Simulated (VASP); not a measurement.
Set up this calculation in VASP 6.6.1, as the native input.

```yaml
Task: single point
Functional: LDA
Potentials_or_basis: VASP PAW LDA potentials, release 64 (Zn, S)
Cutoff: 500 eV
k_mesh: 16 × 16 × 16
Occupations: fermi-dirac, width 0.08 eV
Spin: no spin polarisation
Dipole_correction: no
Further_INCAR_settings: ALGO = Normal; EDIFF = 1e-06; NBANDS = 16
```

The structure of ZnS (rocksalt type) lies in POSCAR:

```
ZnS
1.0
    0.0000000000      2.0345793067      2.0345793067
    2.0345793067      0.0000000000      2.0345793067
    2.0345793067      2.0345793067      0.0000000000
Zn S
1 1
Direct
    0.0000000000      0.0000000000      0.0000000000
    0.5000000000      0.5000000000      0.5000000000
```

This cell differs from its parent crystal: volume scaled by 0.55, partial waves polarizable.

The input as run:

INCAR

```
ALGO = Normal
EDIFF = 1E-6
ENCUT = 500
GGA = CA
GGA_COMPAT = False
ISIF = 2
ISMEAR = -1
LASPH = True
LCHARG = False
LREAL = False
LWAVE = False
NBANDS = 16
NELM = 120
PREC = Accurate
SIGMA = 0.08
```

KPOINTS

```
k-points
0
Gamma
  16 16 16
```

Potentials or basis: VASP PAW LDA potentials, release 64 (Zn, S).

Launch:

```console
$ cat potpaw_LDA.64/Zn/POTCAR potpaw_LDA.64/S/POTCAR > POTCAR
$ mpirun -np 1 vasp_std > vasp.out
```

Results of the run:

```yaml
Pressure: 246.1 GPa
Band_gap_on_the_k_mesh: zero (band 9 reaches 14.32 eV, above the bottom of band 10 at 13.52 eV)
```

Run time: 23 s on 1 thread of Intel Xeon 6975P-C (shared host), peak memory 0.15 GiB.
